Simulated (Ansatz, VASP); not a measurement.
**Two plane-wave programs on BaTiO3**

The input INCAR:

```
SYSTEM = BaTiO3
PREC = Accurate
ENCUT = 520
EDIFF = 1E-6
ISMEAR = -1
SIGMA = 0.02
LREAL = .False.
LASPH = .True.
NELM = 60
ALGO = Normal
ISIF = 2
LWAVE = .False.
LCHARG = .False.
GGA = PE
NBANDS = 28
```

The input KPOINTS:

```
Automatic mesh
0
Gamma
  6 6 6
  0 0 0
```

Contents of POSCAR:

```
BaTiO3
1.0
    3.9940964053      0.0000000000      0.0000000000
    0.0000000000      3.9940964053      0.0000000000
    0.0000000000      0.0000000000      3.9940964053
Ba Ti O
1 1 3
Direct
    0.0000000000      0.0000000000      0.0000000000
    0.5000000000      0.5000000000      0.5000000000
    0.5000000000      0.0000000000      0.5000000000
    0.5000000000      0.5000000000      0.0000000000
    0.0000000000      0.5000000000      0.5000000000
```

Input for Ansatz:

```yaml
crystal:
  lattice:
    - [3.9940964053, 0.0, 0.0]
    - [0.0, 3.9940964053, 0.0]
    - [0.0, 0.0, 3.9940964053]
  atoms:
    - { symbol: Ba, position: [0.0, 0.0, 0.0] }
    - { symbol: Ti, position: [0.5, 0.5, 0.5] }
    - { symbol: O, position: [0.5, 0.0, 0.5] }
    - { symbol: O, position: [0.5, 0.5, 0.0] }
    - { symbol: O, position: [0.0, 0.5, 0.5] }
kpoints:
  mp_grid: { grid: [6, 6, 6] }
  band_path:
    path:
      - [[0.0, 0.0, 0.0], [-5.807905955024e-51, 0.5, -6.429255410775e-35], [0.5, 0.5, -4.821941558081e-35], [0.0, 0.0, 0.0], [0.5, 0.5, 0.5], [-5.807905955024e-51, 0.5, -6.429255410775e-35]]
      - [[0.5, 0.5, 0.5], [0.5, 0.5, -4.821941558081e-35]]
    npoints: 10
hamiltonian:
  xc: pbe
scf:
  occupations: { method: fermi_dirac, width: 0.02 }
  n_extra_bands: 5
output:
  forces: true
  stress: true
  eigenvalues: true
```

Alike in both runs: task single point; functional PBE; k mesh 6 × 6 × 6; occupations fermi-dirac, width 0.02 eV; no spin polarisation.

```csv
,VASP,Ansatz
version,VASP 6.6.1,Ansatz 0.2.0
potentials or method,"VASP PAW PBE potentials, release 64 (Ba_sv, Ti_sv, O)","plane waves, PAW"
plane-wave cutoff (eV),520,420
valence electrons in the cell,40,40
```

Ansatz gave:

| Item | Value |
| --- | --- |
| gap on the k mesh at the Fermi level (eV) | 1.82 |
| pressure (GPa) | 3.2 |

Question: What did VASP give for the same quantities?

Answer: gap on the k mesh at the Fermi level (eV): 1.76; pressure (GPa): 5.0.

Neither program's run includes spin-orbit coupling.
